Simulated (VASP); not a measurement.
Set up this calculation in VASP 6.6.1, as the native input.

| Property | Result |
| --- | --- |
| Task | single point |
| Functional | r2SCAN |
| Potentials or basis | VASP PAW PBE potentials, release 64 (Sn_d, O) |
| Cutoff | 520 eV |
| k mesh | 10 × 10 × 8 |
| Occupations | gaussian, width 0.05 eV |
| Spin | no spin polarisation |
| Dipole correction | no |
| Further INCAR settings | ALGO = Normal; EDIFF = 1e-07; NBANDS = 28 |

Crystal: SnO.

```
Sn O
1.0
     3.81793    0.00000    0.00000
     0.00000    3.81793    0.00000
     0.00000    0.00000    5.17541
Sn O
2 2
Direct
  0.00000 0.50000 0.22234
  0.50000 0.00000 0.77766
  0.00000 0.00000 0.00000
  0.50000 0.50000 0.00000
```

The input as run:

POSCAR

```
SnO
1.0
    3.8179307454      0.0000000000      0.0000000000
    0.0000000000      3.8179307454      0.0000000000
    0.0000000000      0.0000000000      5.1754053520
Sn O
2 2
Direct
    0.0000000000      0.5000000000      0.2223447320
    0.5000000000      0.0000000000      0.7776552680
    0.0000000000      0.0000000000      0.0000000000
    0.5000000000      0.5000000000      0.0000000000
```

INCAR.step1

```
SYSTEM = SnO
PREC = Accurate
ENCUT = 520
ISMEAR = 0
SIGMA = 0.05
LREAL = .False.
LASPH = .True.
NELM = 60
NBANDS = 28
GGA = PE
ALGO = Normal
EDIFF = 1E-4
LWAVE = .True.
LCHARG = .False.
```

INCAR.step2

```
SYSTEM = SnO
PREC = Accurate
ENCUT = 520
EDIFF = 1E-7
ISMEAR = 0
SIGMA = 0.05
LREAL = .False.
LASPH = .True.
NELM = 60
ALGO = Normal
ISIF = 2
LWAVE = .False.
LCHARG = .False.
METAGGA = R2SCAN
LMIXTAU = .True.
NBANDS = 28
ISTART = 1
```

KPOINTS

```
Automatic mesh
0
Gamma
  10 10 8
  0 0 0
```

Potentials or basis: VASP PAW PBE potentials, release 64 (Sn_d, O).

Run with:

```bash
$ cat potpaw_PBE.64/Sn_d/POTCAR potpaw_PBE.64/O/POTCAR > POTCAR
$ cp INCAR.step1 INCAR
$ mpirun -np 1 vasp_std > vasp.out
$ cp INCAR.step2 INCAR
$ mpirun -np 1 vasp_std > vasp.out
```

Results of the run:

The pressure is -0.4 GPa. The largest force is 0.134 eV/Å and the band gap on the k mesh is 0.78 eV (least direct gap 2.25 eV).

Caveat: semilocal functionals underestimate gaps, and a narrow one can read as zero; the PAW data sets were made with another functional, which shifts forces and pressure a little; spin-orbit coupling is left out, which moves the levels of the heavy elements.

It took 10 min on 1 thread of Intel Xeon 8259CL, on a shared host, peak memory 0.31 GiB.
